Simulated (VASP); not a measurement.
# H3PtC3 (Pm-3m) in VASP: a series of runs

H3PtC3 is run at these levels: PBE; tasks: single point, relaxation of cell and atoms.

Program: VASP 6.6.1. These are calculated values, not measurements. Logs are shortened: lines on timing, memory, paths and dates and some standing lists are left out, and cuts for length are marked.

## Step 1: The cell of the first run

The structure is cubic, space group Pm-3m (No. 221). Conventional cell: a = 3.989 Å, b = 3.989 Å, c = 3.989 Å, α = 90.00°, β = 90.00°, γ = 90.00°. H (site symmetry 4/mmm) has 4 C at 1.99 Å within 2.6 Å. Pt (site symmetry m-3m) has 6 C at 1.99 Å within 2.6 Å. Within 2.6 Å of C (site symmetry 4/mmm) lie 4 H at 1.99 Å and 2 Pt at 1.99 Å.

The cell was built from a structure type or drawn by symmetry, and may not be a known phase.

## Step 2: Single point, PBE

INCAR reads:

```
SYSTEM = H3PtC3
ALGO = Normal ; EDIFF = 1E-6
ENCUT = 520 ; GGA = PE
ISIF = 2 ; ISMEAR = 0
LASPH = .True. ; LCHARG = .False.
LREAL = .False. ; LWAVE = .False.
NBANDS = 22 ; NELM = 100
PREC = Accurate ; SIGMA = 0.1
```

KPOINTS reads:

```
k-points
0
Gamma
  4 4 4
  0 0 0
```

POSCAR reads:

```
H3PtC3
1.0
    3.9890471484      0.0000000000      0.0000000000
    0.0000000000      3.9890471484      0.0000000000
    0.0000000000      0.0000000000      3.9890471484
H Pt C
3 1 3
Direct
    0.5000000000      0.0000000000      0.0000000000
    0.0000000000      0.5000000000      0.0000000000
    0.0000000000      0.0000000000      0.5000000000
    0.5000000000      0.5000000000      0.5000000000
    0.5000000000      0.5000000000      0.0000000000
    0.0000000000      0.5000000000      0.5000000000
    0.5000000000      0.0000000000      0.5000000000
```

Potentials or basis: VASP PAW PBE potentials, release 64 (H, Pt, C).

Launch:

```
$ cat potpaw_PBE.64/H/POTCAR potpaw_PBE.64/Pt/POTCAR potpaw_PBE.64/C/POTCAR > POTCAR
$ mpirun -np 1 vasp_std > vasp.out
```

OUTCAR:

```text
SYSTEM = H3PtC3
   EDIFF = 1E-6
   ENCUT = 520
   GGA = PE
   ISIF = 2
   ISMEAR = 0
   LASPH = .True.
   LREAL = .False.
   NELM = 100
   PREC = Accurate

 ion  position               nearest neighbor table
   1  0.500  0.000  0.000-
   2  0.000  0.500  0.000-
   3  0.000  0.000  0.500-
   4  0.500  0.500  0.500-   5 1.99   6 1.99   7 1.99   5 1.99   7 1.99   6 1.99
   5  0.500  0.500  0.000-   4 1.99   4 1.99
   6  0.000  0.500  0.500-   4 1.99   4 1.99
   7  0.500  0.000  0.500-   4 1.99   4 1.99

  LATTYP: Found a simple cubic cell.
 ALAT       =     3.9890471484

  Lattice vectors:

 A1 = (   3.9890471484,   0.0000000000,   0.0000000000)
 A2 = (   0.0000000000,   3.9890471484,   0.0000000000)
 A3 = (   0.0000000000,   0.0000000000,   3.9890471484)

Analysis of symmetry for initial positions (statically):
=====================================================================
 Subroutine PRICEL returns:
 Original cell was already a primitive cell.

 Routine SETGRP: Setting up the symmetry group for a
 simple cubic supercell.

 Subroutine GETGRP returns: Found 48 space group operations
 (whereof 48 operations were pure point group operations)
 out of a pool of 48 trial point group operations.

The static configuration has the point symmetry O_h .

Analysis of symmetry for dynamics (positions and initial velocities):
=====================================================================
 Subroutine PRICEL returns:
 Original cell was already a primitive cell.

 Routine SETGRP: Setting up the symmetry group for a
 simple cubic supercell.

 Subroutine GETGRP returns: Found 48 space group operations
 (whereof 48 operations were pure point group operations)
 out of a pool of 48 trial point group operations.

The dynamic configuration has the point symmetry O_h .

 Subroutine INISYM returns: Found 48 space group operations
 (whereof 48 operations are pure point group operations),
 and found     1 'primitive' translations

----------------------------------------------------------------------------------------

                                     Primitive cell

[... 83 lines left out ...]
   ENCUT  =  520.0 eV  38.22 Ry    6.18 a.u.   7.42  7.42  7.42*2*pi/ulx,y,z
   NELM   =    100;   NELMIN=  2; NELMDL= -5     # of ELM steps
   EDIFF  = 0.1E-05   stopping-criterion for ELM
   LREAL  =      F    real-space projection
   EDIFFG = 0.1E-04   stopping-criterion for IOM
   NSW    =      0    number of steps for IOM
   IBRION =     -1    ionic relax: 0-MD 1-quasi-New 2-CG
   NFREE  =      0    steps in history (QN), initial steepest desc. (CG)
   ISIF   =      2    stress and relaxation
   ISYM   =      2    0-nonsym 1-usesym 2-fastsym
   POTIM  = 0.5000    time-step for ionic-motion
   TEBEG  =    0.0;   TEEND  =   0.0 temperature during run
   PSTRESS=    0.0 pullay stress
   NELECT =      25.0000    total number of electrons
   NUPDOWN=      -1.0000    fix difference up-down
   EMIN   =  10.00;   EMAX   =-10.00  energy-range for DOS
   EFERMI =   0.00;   METHOD = LEGACY
   ISMEAR =     0;   SIGMA  =   0.10  broadening in eV -4-tet -1-fermi 0-gaus
   EFERMI_NEDOS =   21; number of points for ismear=-14 and -15
   IALGO  =     38    algorithm
   IMIX   =      4    mixing-type and parameters
     AMIX     =   0.40;   BMIX     =  1.00
     AMIX_MAG =   1.60;   BMIX_MAG =  1.00
  volume/ion in A,a.u.               =       9.07        61.19
  Fermi-wavevector in a.u.,A,eV,Ry     =   1.200012  2.267694 19.592788  1.440029
  Thomas-Fermi vector in A             =   2.335860
   LORBIT       =      0    0 simple, 1 ext, 2 COOP (PROOUT), +10 PAW based schemes
   GGA     = PE    functional components
   LHFCALC =     F    Hartree Fock is set to
   AEXX    =    0.0000 exact exchange contribution
   IVDW    =     0    specifies the selected vdW correction
   LEPSILON=     F    determine dielectric tensor
   LRPA    =     F    only Hartree local field effects (RPA)
 non-spin polarized calculation
 Gauss-broadening in eV      SIGMA  =   0.10
  energy-cutoff  :      520.00
  volume of cell :       63.48
 maximum number of plane-waves:      1743
 NGX is ok and might be reduce to    30
   NGX = 15   NGY = 15   NGZ = 15

 number of electron      24.9999997 magnetization

 Free energy of the ion-electron system (eV)
  ---------------------------------------------------
  ext. energy  EPLUGINS =         0.00000000
  ---------------------------------------------------
  free energy    TOTEN  =       -29.53306081 eV

  energy without entropy =      -29.50055055  energy(sigma->0) =      -29.51680568

 E-fermi :   4.4331     XC(G=0): -10.4994

 val. band max:        4.4329336784   @ k =   0.2500   0.2500   0.0000
 cond. band min:       4.5234239470   @ k =   0.2500   0.0000   0.0000
 fundamental gap:      0.0904902686
 Fermi energy:         4.4331320657

 k-point     1 :       0.0000    0.0000    0.0000
  band No.  band energies     occupation
      1     -10.0440      2.00000
      2      -7.5214      2.00000
      3      -7.5214      2.00000
      4      -0.7065      2.00000
      5      -0.7065      2.00000
      6      -0.7065      2.00000
[... 239 lines left out ...]
     21      12.7647      0.00000
     22      15.8115      0.00000

------------------------ aborting loop because EDIFF is reached ----------------------------------------

  FORCE on cell =-STRESS in cart. coord.  units (eV):
  Direction    XX          YY          ZZ          XY          YZ          ZX
  --------------------------------------------------------------------------------------
  -------------------------------------------------------------------------------------
  Total       -0.1504034     -0.1504034     -0.1504034      0.0000000      0.0000000     -0.0000000
  in kB       -3.7963020     -3.7963020     -3.7963020      0.0000000      0.0000000     -0.0000000
  external PRESSURE =      -3.7963020 kB  Pullay stress =       0.0000000 kB

 VOLUME and BASIS-vectors are now :
 -----------------------------------------------------------------------------
  energy-cutoff  :      520.00
  volume of cell :       63.48
      direct lattice vectors                 reciprocal lattice vectors
     3.989047148  0.000000000  0.000000000     0.250686433  0.000000000  0.000000000
     0.000000000  3.989047148  0.000000000     0.000000000  0.250686433  0.000000000
     0.000000000  0.000000000  3.989047148     0.000000000  0.000000000  0.250686433

 POSITION                                       TOTAL-FORCE (eV/Angst)
 -----------------------------------------------------------------------------------
      1.99452      0.00000      0.00000         0.000000      0.000000      0.000000
      0.00000      1.99452      0.00000         0.000000      0.000000      0.000000
      0.00000      0.00000      1.99452         0.000000      0.000000      0.000000
      1.99452      1.99452      1.99452         0.000000      0.000000      0.000000
      1.99452      1.99452      0.00000         0.000000      0.000000      0.000000
      0.00000      1.99452      1.99452         0.000000      0.000000      0.000000
      1.99452      0.00000      1.99452         0.000000      0.000000      0.000000
 -----------------------------------------------------------------------------------
    total drift:                                0.000000      0.000000     -0.000000

  FREE ENERGIE OF THE ION-ELECTRON SYSTEM (eV)
  ---------------------------------------------------
  free  energy   TOTEN  =       -29.5330608102 eV

  energy  without entropy=      -29.5005505456  energy(sigma->0) =      -29.51680568
```

stdout:

```text
POSCAR found type information on POSCAR H PtC
 POSCAR found :  3 types and       7 ions
 scaLAPACK will be used
 LDA part: xc-table for (Slater+PW92), standard interpolation
 POSCAR, INCAR and KPOINTS ok, starting setup
 FFT: planning ... GRIDC
 FFT: planning ... GRID_SOFT
 FFT: planning ... GRID
 WAVECAR not read
 entering main loop
```

It took 27 s on 1 thread of Intel Xeon Platinum 8375C at 2.90GHz (Ice Lake), shared host; peak memory 0.16 GiB.

What came out:

| Property | Result |
| --- | --- |
| Free energy | -29.5331 eV |
| Pressure | -0.4 GPa |
| Band gap on the k mesh | zero (an odd number of electrons rules out a gap without spin polarisation) |

Caveat: the k points lie up to 0.39 Å⁻¹ apart, too coarse for converged energies and pressures of a metal; spin-orbit coupling is left out, which moves the levels of the heavy elements.

## Step 3: Relaxation of cell and atoms, PBE

This run uses another cell than the first one, of 11.62 Å³/atom.

INCAR reads:

```
SYSTEM = H3PtC3
PREC = Accurate
ENCUT = 600
EDIFF = 1E-6
ISMEAR = 0
SIGMA = 0.1
LREAL = .False.
LASPH = .True.
NELM = 80
ALGO = Normal
ISIF = 3
LWAVE = .False.
LCHARG = .False.
GGA = PE
IBRION = 2
NSW = 90
EDIFFG = -0.04
```

KPOINTS reads:

```
regular mesh
0
Gamma
  4 4 4
  0 0 0
```

POSCAR: that of step 2 with these lines changed.

```diff
@@ -2,5 +2,5 @@
 1.0
-    3.9890471484      0.0000000000      0.0000000000
-    0.0000000000      3.9890471484      0.0000000000
-    0.0000000000      0.0000000000      3.9890471484
+    4.3330292300      0.0000000000      0.0000000000
+    0.0000000000      4.3330292300      0.0000000000
+    0.0000000000      0.0000000000      4.3330292300
 H Pt C
```

Potentials or basis: VASP PAW PBE potentials, release 64 (H, Pt, C).

Launch:

```
$ cat potpaw_PBE.64/H/POTCAR potpaw_PBE.64/Pt/POTCAR potpaw_PBE.64/C/POTCAR > POTCAR
$ mpirun -np 1 vasp_std > vasp.out
```

It took 61 s on 1 thread of Intel Xeon Platinum 8375C at 2.90GHz (Ice Lake), shared host; peak memory 0.21 GiB.

The run converged. Its results:

```
Free energy                           : -29.5470 eV
Relaxed volume                        : 9.06 Å³/atom
Relaxed cell                          : a = 3.988 Å, b = 3.988 Å, c = 3.988 Å, α = 90.00°, β = 90.00°, γ = 90.00°
Space group after relaxing (to 0.1 Å) : Pm-3m (No. 221)
Energy gained by relaxing             : 217.4 meV/atom
Ionic steps                           : 2
Pressure after relaxing               : -0.3 GPa
Band gap on the k mesh                : zero (an odd number of electrons rules out a gap without spin polarisation)
```

Step by step:
```tsv
step	energy change (eV)	largest force (eV/Å)	pressure (GPa)	volume (Å³)
1	0.0000	0.0000	-22.77	81.35
2	-1.5219	0.0000	-0.27	63.41
```

Final structure:
```
CELL_PARAMETERS angstrom
3.98774 0.00000 0.00000
0.00000 3.98774 0.00000
0.00000 0.00000 3.98774
ATOMIC_POSITIONS crystal
H 0.50000 0.00000 0.00000
H 0.00000 0.50000 0.00000
H 0.00000 0.00000 0.50000
Pt 0.50000 0.50000 0.50000
C 0.50000 0.50000 0.00000
C 0.00000 0.50000 0.50000
C 0.50000 0.00000 0.50000
```

Levels at points of the mesh, in eV from the Fermi level:
```tsv
k point	band 9	band 10	band 11	band 12	band 13	band 14	band 15	band 16
(0.00, 0.00, 0.00)	-4.22	-1.29	-1.29	-0.61	-0.52	-0.52	-0.52	0.33
(0.50, 0.00, 0.00)	-3.43	-3.43	-3.18	-0.36	0.11	0.11	0.20	1.02
(0.50, 0.50, 0.00)	-3.21	-3.21	-2.40	-2.11	1.12	1.12	1.54	2.00
(0.50, 0.50, 0.50)	-8.19	-1.99	-1.99	-1.99	1.58	1.58	1.58	3.91
```

Caveat: the k points lie up to 0.39 Å⁻¹ apart in the final cell, too coarse for converged energies and pressures of a metal; the volume moved by over 15 % at a fixed basis, so the end points are rough; spin-orbit coupling is left out, which moves the levels of the heavy elements.
